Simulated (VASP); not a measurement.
# ZrZn (Pm-3m) in VASP: single point with LDA

Aim: the single point of ZrZn with LDA.

Everything below comes from runs of VASP 6.6.1. Logs are shortened: lines on timing, memory, paths and dates and some standing lists are left out, and cuts for length are marked.

### Step 1. The cell of the first run

Symmetry: Pm-3m, No. 221, cubic system. Conventional cell: a = 3.336 Å, b = 3.336 Å, c = 3.336 Å, α = 90.00°, β = 90.00°, γ = 90.00°. Within 3.8 Å of Zr (site symmetry m-3m) lie 8 Zn at 2.89 Å and 6 Zr at 3.34 Å. Within 3.8 Å of Zn (site symmetry m-3m) lie 8 Zr at 2.89 Å and 6 Zn at 3.34 Å.

### Step 2. Single point, LDA

INCAR

```
SYSTEM = ZrZn
PREC = Accurate ; ENCUT = 520
EDIFF = 1E-6 ; ISMEAR = 1
SIGMA = 0.01 ; LREAL = .FALSE.
LASPH = .TRUE. ; NELM = 80
ALGO = Normal ; ISIF = 2
LWAVE = .FALSE. ; LCHARG = .FALSE.
NBANDS = 19
```

KPOINTS

```
regular mesh
0
G
  6 6 6
  0 0 0
```

POSCAR

```
ZrZn
1.0
    3.3360000000      0.0000000000      0.0000000000
    0.0000000000      3.3360000000      0.0000000000
    0.0000000000      0.0000000000      3.3360000000
Zr Zn
1 1
Direct
    0.5000000000      0.5000000000      0.5000000000
    0.0000000000      0.0000000000      0.0000000000
```

Potentials or basis: VASP PAW LDA potentials, release 64 (Zr_sv, Zn).

On the command line:

```
$ cat potpaw_LDA.64/Zr_sv/POTCAR potpaw_LDA.64/Zn/POTCAR > POTCAR
$ mpirun -np 1 vasp_std > vasp.out
```

OUTCAR:

```text
SYSTEM = ZrZn
   PREC = Accurate
   ENCUT = 520
   EDIFF = 1E-6
   ISMEAR = 1
   LREAL = .FALSE.
   LASPH = .TRUE.
   NELM = 80
   ISIF = 2

 ion  position               nearest neighbor table
   1  0.500  0.500  0.500-   2 2.89   2 2.89   2 2.89   2 2.89   2 2.89   2 2.89   2 2.89   2 2.89

   2  0.000  0.000  0.000-   1 2.89   1 2.89   1 2.89   1 2.89   1 2.89   1 2.89   1 2.89   1 2.89

  LATTYP: Found a simple cubic cell.
 ALAT       =     3.3360000000

  Lattice vectors:

 A1 = (   3.3360000000,   0.0000000000,   0.0000000000)
 A2 = (   0.0000000000,   3.3360000000,   0.0000000000)
 A3 = (   0.0000000000,   0.0000000000,   3.3360000000)

Analysis of symmetry for initial positions (statically):
=====================================================================
 Subroutine PRICEL returns:
 Original cell was already a primitive cell.

 Routine SETGRP: Setting up the symmetry group for a
 simple cubic supercell.

 Subroutine GETGRP returns: Found 48 space group operations
 (whereof 48 operations were pure point group operations)
 out of a pool of 48 trial point group operations.

The static configuration has the point symmetry O_h .

Analysis of symmetry for dynamics (positions and initial velocities):
=====================================================================
 Subroutine PRICEL returns:
 Original cell was already a primitive cell.

 Routine SETGRP: Setting up the symmetry group for a
 simple cubic supercell.

 Subroutine GETGRP returns: Found 48 space group operations
 (whereof 48 operations were pure point group operations)
 out of a pool of 48 trial point group operations.

The dynamic configuration has the point symmetry O_h .

 Subroutine INISYM returns: Found 48 space group operations
 (whereof 48 operations are pure point group operations),
 and found     1 'primitive' translations

----------------------------------------------------------------------------------------

                                     Primitive cell

  volume of cell :      37.1260

  direct lattice vectors                    reciprocal lattice vectors
     3.336000000  0.000000000  0.000000000     0.299760192  0.000000000  0.000000000
     0.000000000  3.336000000  0.000000000     0.000000000  0.299760192  0.000000000
     0.000000000  0.000000000  3.336000000     0.000000000  0.000000000  0.299760192

  length of vectors
     3.336000000  3.336000000  3.336000000     0.299760192  0.299760192  0.299760192

  position of ions in fractional coordinates (direct lattice)
     0.500000000  0.500000000  0.500000000
     0.000000000  0.000000000  0.000000000

  ion indices of the primitive-cell ions
   primitive index   ion index
                 1           1
                 2           2

----------------------------------------------------------------------------------------

 KPOINTS: regular mesh

Automatic generation of k-mesh.
 Grid dimensions read from file:
 generate k-points for:    6    6    6

 Generating k-lattice:

  Cartesian coordinates                     Fractional coordinates (reciprocal lattice)
     0.049960032  0.000000000  0.000000000     0.166666667  0.000000000  0.000000000
     0.000000000  0.049960032  0.000000000     0.000000000  0.166666667  0.000000000
     0.000000000  0.000000000  0.049960032     0.000000000  0.000000000  0.166666667

  Length of vectors
     0.049960032  0.049960032  0.049960032

  Shift w.r.t. Gamma in fractional coordinates (k-lattice)
     0.000000000  0.000000000  0.000000000

 Subroutine IBZKPT returns following result:
 ===========================================

 Found     20 irreducible k-points:

 Following reciprocal coordinates:
            Coordinates               Weight
  0.000000  0.000000  0.000000      1.000000
  0.166667  0.000000  0.000000      6.000000
  0.333333  0.000000  0.000000      6.000000
  0.500000  0.000000  0.000000      3.000000
  0.166667  0.166667  0.000000     12.000000
  0.333333  0.166667  0.000000     24.000000
[... 12 lines left out ...]
  0.500000  0.500000  0.333333      6.000000
  0.500000  0.500000  0.500000      1.000000
   k-points           NKPTS =     20   k-points in BZ     NKDIM =     20   number of bands    NBANDS=     19
   number of dos      NEDOS =    301   number of ions     NIONS =      2
   total plane-waves  NPLWV =  21952
   dimension x,y,z NGX =    28 NGY =   28 NGZ =   28
   dimension x,y,z NGXF=    56 NGYF=   56 NGZF=   56
   ions per type =               1   1
   NGX,Y,Z   is equivalent  to a cutoff of  13.95, 13.95, 13.95 a.u.
   NGXF,Y,Z  is equivalent  to a cutoff of  27.91, 27.91, 27.91 a.u.
 SYSTEM =  ZrZn
   PREC   = accura    normal or accurate (medium, high low for compatibility)
   ISTART =      0    job   : 0-new  1-cont  2-samecut
   ICHARG =      2    charge: 1-file 2-atom 10-const
   ISPIN  =      1    spin polarized calculation?
   LNONCOLLINEAR =      F non collinear calculations
   LSORBIT =      F    spin-orbit coupling
   LASPH  =      T    aspherical Exc in radial PAW
   ENCUT  =  520.0 eV  38.22 Ry    6.18 a.u.   6.20  6.20  6.20*2*pi/ulx,y,z
   NELM   =     80;   NELMIN=  2; NELMDL= -5     # of ELM steps
   EDIFF  = 0.1E-05   stopping-criterion for ELM
   LREAL  =      F    real-space projection
   EDIFFG = 0.1E-04   stopping-criterion for IOM
   NSW    =      0    number of steps for IOM
   IBRION =     -1    ionic relax: 0-MD 1-quasi-New 2-CG
   NFREE  =      0    steps in history (QN), initial steepest desc. (CG)
   ISIF   =      2    stress and relaxation
   ISYM   =      2    0-nonsym 1-usesym 2-fastsym
   POTIM  = 0.5000    time-step for ionic-motion
   TEBEG  =    0.0;   TEEND  =   0.0 temperature during run
   PSTRESS=    0.0 pullay stress
   NELECT =      24.0000    total number of electrons
   NUPDOWN=      -1.0000    fix difference up-down
   EMIN   =  10.00;   EMAX   =-10.00  energy-range for DOS
   EFERMI =   0.00;   METHOD = LEGACY
   ISMEAR =     1;   SIGMA  =   0.01  broadening in eV -4-tet -1-fermi 0-gaus
   EFERMI_NEDOS =   21; number of points for ismear=-14 and -15
   IALGO  =     38    algorithm
   IMIX   =      4    mixing-type and parameters
     AMIX     =   0.40;   BMIX     =  1.00
     AMIX_MAG =   1.60;   BMIX_MAG =  1.00
  volume/ion in A,a.u.               =      18.56       125.27
  Fermi-wavevector in a.u.,A,eV,Ry     =   1.415530  2.674965 27.262352  2.003726
  Thomas-Fermi vector in A             =   2.536959
   LORBIT       =      0    0 simple, 1 ext, 2 COOP (PROOUT), +10 PAW based schemes
   GGA     = CA    functional components
   LHFCALC =     F    Hartree Fock is set to
   AEXX    =    0.0000 exact exchange contribution
   IVDW    =     0    specifies the selected vdW correction
   LEPSILON=     F    determine dielectric tensor
   LRPA    =     F    only Hartree local field effects (RPA)
 non-spin polarized calculation
 Methfessel and Paxton  Order N= 1 SIGMA  =   0.01
  energy-cutoff  :      520.00
  volume of cell :       37.13
 maximum number of plane-waves:      1021
 NGX is ok and might be reduce to    28
   NGX = 13   NGY = 13   NGZ = 13

 number of electron      23.9999991 magnetization

 Free energy of the ion-electron system (eV)
  ---------------------------------------------------
  ext. energy  EPLUGINS =         0.00000000
  ---------------------------------------------------
  free energy    TOTEN  =       -11.73401323 eV

  energy without entropy =      -11.73389861  energy(sigma->0) =      -11.73397502

 E-fermi :   6.5744     XC(G=0): -11.7206

 val. band max:        6.5712815408   @ k =   0.5000   0.3333   0.0000
 cond. band min:       6.7484119656   @ k =   0.5000   0.1667   0.1667
 fundamental gap:      0.1771304248
 Fermi energy:         6.5743969706

 k-point     1 :       0.0000    0.0000    0.0000
  band No.  band energies     occupation
      1     -42.0526      2.00000
      2     -20.0571      2.00000
      3     -20.0571      2.00000
      4     -20.0571      2.00000
      5      -1.2707      2.00000
      6      -0.7915      2.00000
[... 11 lines left out ...]
     18      12.0283      0.00000
     19      17.6818      0.00000

 k-point     2 :       0.1667    0.0000    0.0000
  band No.  band energies     occupation
      1     -42.0449      2.00000
      2     -20.1569      2.00000
      3     -20.0488      2.00000
      4     -20.0488      2.00000
      5      -0.8277      2.00000
      6      -0.7590      2.00000
[... 11 lines left out ...]
     18      13.5226      0.00000
     19      18.0919      0.00000

 k-point     3 :       0.3333    0.0000    0.0000
  band No.  band energies     occupation
      1     -42.0294      2.00000
      2     -20.3514      2.00000
      3     -20.0322      2.00000
      4     -20.0322      2.00000
      5      -0.6933      2.00000
      6      -0.5918      2.00000
[... 11 lines left out ...]
     18      15.8937      0.00000
     19      16.1869      0.00000

 k-point     4 :       0.5000    0.0000    0.0000
  band No.  band energies     occupation
      1     -42.0217      2.00000
      2     -20.4460      2.00000
      3     -20.0239      2.00000
      4     -20.0239      2.00000
      5      -0.6601      2.00000
      6      -0.5247      2.00000
[... 11 lines left out ...]
     18      17.3637      0.00000
     19      18.5054      0.00000

 k-point     5 :       0.1667    0.1667    0.0000
  band No.  band energies     occupation
      1     -42.0373      2.00000
      2     -20.1526      2.00000
      3     -20.1412      2.00000
      4     -20.0404      2.00000
      5      -0.7271      2.00000
      6      -0.6566      2.00000
[... 11 lines left out ...]
     18      14.5477      0.00000
     19      17.8968      0.00000

 k-point     6 :       0.3333    0.1667    0.0000
  band No.  band energies     occupation
      1     -42.0220      2.00000
      2     -20.3381      2.00000
      3     -20.1266      2.00000
      4     -20.0235      2.00000
      5      -0.6740      2.00000
      6      -0.5998      2.00000
[... 11 lines left out ...]
     18      16.3441      0.00000
     19      16.6531      0.00000

 k-point     7 :       0.5000    0.1667    0.0000
  band No.  band energies     occupation
      1     -42.0143      2.00000
      2     -20.4311      2.00000
      3     -20.1166      2.00000
      4     -20.0150      2.00000
      5      -0.6505      2.00000
      6      -0.6070      2.00000
[... 11 lines left out ...]
     18      16.2288      0.00000
     19      16.7145      0.00000

 k-point     8 :       0.3333    0.3333    0.0000
  band No.  band energies     occupation
      1     -42.0071      2.00000
      2     -20.3166      2.00000
      3     -20.3056      2.00000
      4     -20.0059      2.00000
      5      -0.7170      2.00000
      6      -0.6768      2.00000
[... 168 lines left out ...]
 k-point    16 :       0.5000    0.5000    0.1667
  band No.  band energies     occupation
      1     -41.9849      2.00000
      2     -20.3746      2.00000
      3     -20.3746      2.00000
      4     -20.0782      2.00000
      5      -0.7606      2.00000
      6      -0.6235      2.00000
[... 11 lines left out ...]
     18      14.1776      0.00000
     19      16.1284      0.00000

 k-point    17 :       0.3333    0.3333    0.3333
  band No.  band energies     occupation
      1     -41.9851      2.00000
      2     -20.2830      2.00000
      3     -20.2735      2.00000
      4     -20.2735      2.00000
      5      -0.6762      2.00000
      6      -0.6021      2.00000
[... 11 lines left out ...]
     18      14.0656      0.00000
     19      16.5949      0.00000

 k-point    18 :       0.5000    0.3333    0.3333
  band No.  band energies     occupation
      1     -41.9777      2.00000
      2     -20.3642      2.00000
      3     -20.2675      2.00000
      4     -20.2628      2.00000
      5      -0.6874      2.00000
      6      -0.6161      2.00000
[... 11 lines left out ...]
     18      15.6534      0.00000
     19      16.4083      0.00000

 k-point    19 :       0.5000    0.5000    0.3333
  band No.  band energies     occupation
      1     -41.9704      2.00000
      2     -20.3518      2.00000
      3     -20.3518      2.00000
      4     -20.2543      2.00000
      5      -0.6626      2.00000
      6      -0.6229      2.00000
[... 11 lines left out ...]
     18      13.8105      0.00000
     19      16.5682      0.00000

 k-point    20 :       0.5000    0.5000    0.5000
  band No.  band energies     occupation
      1     -41.9631      2.00000
      2     -20.3403      2.00000
      3     -20.3403      2.00000
      4     -20.3403      2.00000
      5      -0.6203      2.00000
      6      -0.6203      2.00000
[... 11 lines left out ...]
     18      12.4261      0.00000
     19      16.6472      0.00000

------------------------ aborting loop because EDIFF is reached ----------------------------------------

  FORCE on cell =-STRESS in cart. coord.  units (eV):
  Direction    XX          YY          ZZ          XY          YZ          ZX
  --------------------------------------------------------------------------------------
  -------------------------------------------------------------------------------------
  Total       -1.7032268     -1.7032268     -1.7032268      0.0000000      0.0000000     -0.0000000
  in kB      -73.5029796    -73.5029796    -73.5029796      0.0000000      0.0000000     -0.0000000
  external PRESSURE =     -73.5029796 kB  Pullay stress =       0.0000000 kB

 VOLUME and BASIS-vectors are now :
 -----------------------------------------------------------------------------
  energy-cutoff  :      520.00
  volume of cell :       37.13
      direct lattice vectors                 reciprocal lattice vectors
     3.336000000  0.000000000  0.000000000     0.299760192  0.000000000  0.000000000
     0.000000000  3.336000000  0.000000000     0.000000000  0.299760192  0.000000000
     0.000000000  0.000000000  3.336000000     0.000000000  0.000000000  0.299760192

 POSITION                                       TOTAL-FORCE (eV/Angst)
 -----------------------------------------------------------------------------------
      1.66800      1.66800      1.66800         0.000000      0.000000      0.000000
      0.00000      0.00000      0.00000         0.000000      0.000000      0.000000
 -----------------------------------------------------------------------------------
    total drift:                               -0.000000      0.000000      0.000000

  FREE ENERGIE OF THE ION-ELECTRON SYSTEM (eV)
  ---------------------------------------------------
  free  energy   TOTEN  =       -11.7340132256 eV

  energy  without entropy=      -11.7338986105  energy(sigma->0) =      -11.73397502
```

It took 6.3 s on 1 thread of Intel Xeon 6975P-C (Granite Rapids), shared host; peak memory 0.14 GiB.

What came out:

```
Free energy            : -11.7340 eV
Pressure               : -7.4 GPa
Band gap on the k mesh : zero (bands 12 and 13 overlap by 0.21 eV)
```

Caveat: the cell stands under tension.

The gap in the log of VASP goes by the Fermi energy; the results here count the filled bands.